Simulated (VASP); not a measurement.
# Re (P6_3/mmc) in VASP: settings compared

The runs below take Re through single point, with LDA, revPBE, r2SCAN.

Everything below comes from runs of VASP 6.6.1. Logs are shortened: lines on timing, memory, paths and dates and some standing lists are left out, and cuts for length are marked.

## 1. The cell of the first run

Symmetry: P6_3/mmc, No. 194, hexagonal system. Conventional cell: a = 2.761 Å, b = 2.761 Å, c = 4.458 Å, α = 90.00°, β = 90.00°, γ = 120.00°. Within 3.6 Å of Re (site symmetry -6m2) lie 12 Re at 2.74 to 2.76 Å.

## 2. Single point, LDA

The input, INCAR:

```
PREC = Accurate
ENCUT = 520
EDIFF = 1E-7
ISMEAR = -1
SIGMA = 0.05
LREAL = False
LASPH = True
NELM = 60
ALGO = Normal
ISIF = 2
LWAVE = False
LCHARG = True
LELF = True
LVHAR = True
NBANDS = 14
```

The input, KPOINTS:

```
Automatic mesh
0
Gamma
  6 6 4
```

The input, POSCAR:

```
Re
1.0
    2.7608000000      0.0000000000      0.0000000000
   -1.3804000000      2.3909229348      0.0000000000
    0.0000000000      0.0000000000      4.4582000000
Re
2
Direct
    0.6666666667      0.3333333333      0.7500000000
    0.3333333333      0.6666666667      0.2500000000
```

Potentials or basis: VASP PAW LDA potentials, release 64 (Re).

The run is started by

```sh
> cat potpaw_LDA.64/Re/POTCAR > POTCAR
> mpirun -np 1 vasp_std > vasp.out
```

OUTCAR:

```text
PREC = Accurate
   ENCUT = 520
   EDIFF = 1E-7
   ISMEAR = -1
   LREAL = False
   LASPH = True
   NELM = 60
   ISIF = 2

 ion  position               nearest neighbor table
   1  0.667  0.333  0.750-   2 2.74   2 2.74   2 2.74   2 2.74   2 2.74   2 2.74
   2  0.333  0.667  0.250-   1 2.74   1 2.74   1 2.74   1 2.74   1 2.74   1 2.74

  LATTYP: Found a hexagonal cell.
 ALAT       =     2.7608000000
 C/A-ratio  =     1.6148217908

  Lattice vectors:

 A1 = (   2.7608000000,   0.0000000000,   0.0000000000)
 A2 = (  -1.3804000000,   2.3909229348,   0.0000000000)
 A3 = (   0.0000000000,   0.0000000000,   4.4582000000)

Analysis of symmetry for initial positions (statically):
=====================================================================
 Subroutine PRICEL returns:
 Original cell was already a primitive cell.

 Routine SETGRP: Setting up the symmetry group for a
 hexagonal supercell.

 Subroutine GETGRP returns: Found 24 space group operations
 (whereof 12 operations were pure point group operations)
 out of a pool of 24 trial point group operations.

The static configuration has the point symmetry D_3d.
 The point group associated with its full space group is D_6h.

Analysis of symmetry for dynamics (positions and initial velocities):
=====================================================================
 Subroutine PRICEL returns:
 Original cell was already a primitive cell.

 Routine SETGRP: Setting up the symmetry group for a
 hexagonal supercell.

 Subroutine GETGRP returns: Found 24 space group operations
 (whereof 12 operations were pure point group operations)
 out of a pool of 24 trial point group operations.

The dynamic configuration has the point symmetry D_3d.
 The point group associated with its full space group is D_6h.

 Subroutine INISYM returns: Found 24 space group operations
 (whereof 12 operations are pure point group operations),
 and found     1 'primitive' translations

----------------------------------------------------------------------------------------

                                     Primitive cell

  volume of cell :      29.4280

  direct lattice vectors                    reciprocal lattice vectors
     2.760800000  0.000000000  0.000000000     0.362213851  0.209124264  0.000000000
    -1.380400000  2.390922935  0.000000000     0.000000000  0.418248529  0.000000000
     0.000000000  0.000000000  4.458200000     0.000000000  0.000000000  0.224305774

  length of vectors
     2.760800000  2.760800000  4.458200000     0.418248529  0.418248529  0.224305774

  position of ions in fractional coordinates (direct lattice)
     0.666666667  0.333333333  0.750000000
     0.333333333  0.666666667  0.250000000

  ion indices of the primitive-cell ions
   primitive index   ion index
                 1           1
                 2           2

----------------------------------------------------------------------------------------

 KPOINTS: Automatic mesh

Automatic generation of k-mesh.
 Grid dimensions read from file:
 generate k-points for:    6    6    4

 Generating k-lattice:

  Cartesian coordinates                     Fractional coordinates (reciprocal lattice)
     0.060368975  0.034854044  0.000000000     0.166666667 -0.000000000  0.000000000
     0.000000000  0.069708088  0.000000000     0.000000000  0.166666667  0.000000000
     0.000000000  0.000000000  0.056076443     0.000000000  0.000000000  0.250000000

  Length of vectors
     0.069708088  0.069708088  0.056076443

  Shift w.r.t. Gamma in fractional coordinates (k-lattice)
     0.000000000  0.000000000  0.000000000

 Subroutine IBZKPT returns following result:
 ===========================================

 Found     21 irreducible k-points:

 Following reciprocal coordinates:
            Coordinates               Weight
  0.000000  0.000000  0.000000      1.000000
  0.166667 -0.000000  0.000000      6.000000
  0.333333 -0.000000  0.000000      6.000000
  0.500000 -0.000000  0.000000      3.000000
  0.166667  0.166667  0.000000      6.000000
  0.333333  0.166667  0.000000     12.000000
[... 13 lines left out ...]
  0.333333  0.166667  0.500000     12.000000
  0.333333  0.333333  0.500000      2.000000
   k-points           NKPTS =     21   k-points in BZ     NKDIM =     21   number of bands    NBANDS=     14
   number of dos      NEDOS =    301   number of ions     NIONS =      2
   total plane-waves  NPLWV =  20736
   dimension x,y,z NGX =    24 NGY =   24 NGZ =   36
   dimension x,y,z NGXF=    48 NGYF=   48 NGZF=   72
   ions per type =               2
   NGX,Y,Z   is equivalent  to a cutoff of  14.45, 14.45, 13.42 a.u.
   NGXF,Y,Z  is equivalent  to a cutoff of  28.90, 28.90, 26.85 a.u.
 SYSTEM =  unknown system
   PREC   = accura    normal or accurate (medium, high low for compatibility)
   ISTART =      0    job   : 0-new  1-cont  2-samecut
   ICHARG =      2    charge: 1-file 2-atom 10-const
   ISPIN  =      1    spin polarized calculation?
   LNONCOLLINEAR =      F non collinear calculations
   LSORBIT =      F    spin-orbit coupling
   LASPH  =      T    aspherical Exc in radial PAW
   ENCUT  =  520.0 eV  38.22 Ry    6.18 a.u.   5.13  5.13  8.29*2*pi/ulx,y,z
   NELM   =     60;   NELMIN=  2; NELMDL= -5     # of ELM steps
   EDIFF  = 0.1E-06   stopping-criterion for ELM
   LREAL  =      F    real-space projection
   EDIFFG = 0.1E-05   stopping-criterion for IOM
   NSW    =      0    number of steps for IOM
   IBRION =     -1    ionic relax: 0-MD 1-quasi-New 2-CG
   NFREE  =      0    steps in history (QN), initial steepest desc. (CG)
   ISIF   =      2    stress and relaxation
   ISYM   =      2    0-nonsym 1-usesym 2-fastsym
   POTIM  = 0.5000    time-step for ionic-motion
   TEBEG  =    0.0;   TEEND  =   0.0 temperature during run
   PSTRESS=    0.0 pullay stress
   NELECT =      14.0000    total number of electrons
   NUPDOWN=      -1.0000    fix difference up-down
   EMIN   =  10.00;   EMAX   =-10.00  energy-range for DOS
   EFERMI =   0.00;   METHOD = LEGACY
   ISMEAR =    -1;   SIGMA  =   0.05  broadening in eV -4-tet -1-fermi 0-gaus
   EFERMI_NEDOS =   21; number of points for ismear=-14 and -15
   IALGO  =     38    algorithm
   IMIX   =      4    mixing-type and parameters
     AMIX     =   0.40;   BMIX     =  1.00
     AMIX_MAG =   1.60;   BMIX_MAG =  1.00
  volume/ion in A,a.u.               =      14.71        99.29
  Fermi-wavevector in a.u.,A,eV,Ry     =   1.278000  2.415070 22.222174  1.633284
  Thomas-Fermi vector in A             =   2.410568
   LORBIT       =      0    0 simple, 1 ext, 2 COOP (PROOUT), +10 PAW based schemes
   GGA     = CA    functional components
   LHFCALC =     F    Hartree Fock is set to
   AEXX    =    0.0000 exact exchange contribution
   IVDW    =     0    specifies the selected vdW correction
   LEPSILON=     F    determine dielectric tensor
   LRPA    =     F    only Hartree local field effects (RPA)
 non-spin polarized calculation
  energy-cutoff  :      520.00
  volume of cell :       29.43
 maximum number of plane-waves:       808
 NGX is ok and might be reduce to    24
   NGX = 11   NGY = 11   NGZ = 17

 number of electron      14.0000000 magnetization

 Free energy of the ion-electron system (eV)
  ---------------------------------------------------
  ext. energy  EPLUGINS =         0.00000000
  ---------------------------------------------------
  free energy    TOTEN  =       -27.52390241 eV

  energy without entropy =      -27.51454456  energy(sigma->0) =      -27.51922348

 E-fermi :   7.8016     XC(G=0): -13.8440

 val. band max:        7.7464595575   @ k =   0.1667   0.1667   0.5000
 cond. band min:       7.8121721813   @ k =   0.3333   0.3333   0.0000
 fundamental gap:      0.0657126238
 Fermi energy:         7.8016287718

 k-point     1 :       0.0000    0.0000    0.0000
  band No.  band energies     occupation
      1      -1.9446      2.00000
      2       1.2418      2.00000
      3       6.2372      2.00000
      4       6.2410      2.00000
      5       6.2410      2.00000
      6       7.0765      2.00000
      7       7.0765      2.00000
      8       7.9964      0.03986
      9       7.9964      0.03986
     10       8.5886      0.00000
     11      11.1791      0.00000
     12      11.1791      0.00000
     13      17.8659      0.00000
     14      22.0721      0.00000

 k-point     2 :       0.1667   -0.0000    0.0000
  band No.  band energies     occupation
      1      -0.8675      2.00000
      2       2.1670      2.00000
      3       5.0404      2.00000
      4       5.8720      2.00000
      5       6.3731      2.00000
      6       7.2624      1.99996
      7       7.2894      1.99993
      8       7.4252      1.99892
      9       7.6397      1.92457
     10       8.0365      0.01807
     11      11.6203      0.00000
     12      14.3844      0.00000
     13      17.6843      0.00000
     14      24.1027      0.00000

 k-point     3 :       0.3333   -0.0000    0.0000
  band No.  band energies     occupation
      1       1.2750      2.00000
      2       2.4177      2.00000
      3       3.4680      2.00000
      4       5.2046      2.00000
      5       6.2805      2.00000
      6       6.4331      2.00000
      7       6.8234      2.00000
      8       9.9059      0.00000
      9       9.9074      0.00000
     10      10.4544      0.00000
     11      12.0700      0.00000
     12      17.0423      0.00000
     13      18.4003      0.00000
     14      20.2063      0.00000
[... 273 lines left out ...]
 k-point    20 :       0.3333    0.1667    0.5000
  band No.  band energies     occupation
      1       2.3155      2.00000
      2       2.3155      2.00000
      3       4.3072      2.00000
      4       4.3072      2.00000
      5       6.2545      2.00000
      6       6.2545      2.00000
      7       8.1224      0.00326
      8       8.1224      0.00326
      9      11.7035      0.00000
     10      11.7035      0.00000
     11      13.9652      0.00000
     12      13.9652      0.00000
     13      19.4546      0.00000
     14      19.4546      0.00000

 k-point    21 :       0.3333    0.3333    0.5000
  band No.  band energies     occupation
      1       3.2954      2.00000
      2       3.2954      2.00000
      3       4.1394      2.00000
      4       4.1394      2.00000
      5       5.7336      2.00000
      6       5.7336      2.00000
      7       7.8956      0.26489
      8       7.8956      0.26489
      9      11.1869      0.00000
     10      11.1869      0.00000
     11      17.4400      0.00000
     12      17.4400      0.00000
     13      18.2990      0.00000
     14      18.2990      0.00000

------------------------ aborting loop because EDIFF is reached ----------------------------------------

  FORCE on cell =-STRESS in cart. coord.  units (eV):
  Direction    XX          YY          ZZ          XY          YZ          ZX
  --------------------------------------------------------------------------------------
  -------------------------------------------------------------------------------------
  Total       -1.5904050     -1.5904050     -1.3745536      0.0000000      0.0000000      0.0000000
  in kB      -86.5881049    -86.5881049    -74.8362806      0.0000000      0.0000000      0.0000000
  external PRESSURE =     -82.6708301 kB  Pullay stress =       0.0000000 kB

 VOLUME and BASIS-vectors are now :
 -----------------------------------------------------------------------------
  energy-cutoff  :      520.00
  volume of cell :       29.43
      direct lattice vectors                 reciprocal lattice vectors
     2.760800000  0.000000000  0.000000000     0.362213851  0.209124264  0.000000000
    -1.380400000  2.390922935  0.000000000     0.000000000  0.418248529  0.000000000
     0.000000000  0.000000000  4.458200000     0.000000000  0.000000000  0.224305774

 POSITION                                       TOTAL-FORCE (eV/Angst)
 -----------------------------------------------------------------------------------
      1.38040      0.79697      3.34365        -0.000000      0.000000      0.000000
     -0.00000      1.59395      1.11455         0.000000     -0.000000      0.000000
 -----------------------------------------------------------------------------------
    total drift:                               -0.000000      0.000000     -0.000000

  FREE ENERGIE OF THE ION-ELECTRON SYSTEM (eV)
  ---------------------------------------------------
  free  energy   TOTEN  =       -27.5239024076 eV

  energy  without entropy=      -27.5145445624  energy(sigma->0) =      -27.51922348
```

It took 17 s on 1 thread of AMD EPYC 7R13, shared host; peak memory 0.11 GiB.

Results:

```
Free energy            : -27.5239 eV
Pressure               : -8.3 GPa
Band gap on the k mesh : zero (band 7 reaches 9.03 eV, above the bottom of band 8 at 6.11 eV)
```

Caveat: the k points lie up to 0.44 Å⁻¹ apart; spin-orbit coupling is left out, which moves the levels of the heavy elements.

(Part 1 of 2 ends here.)
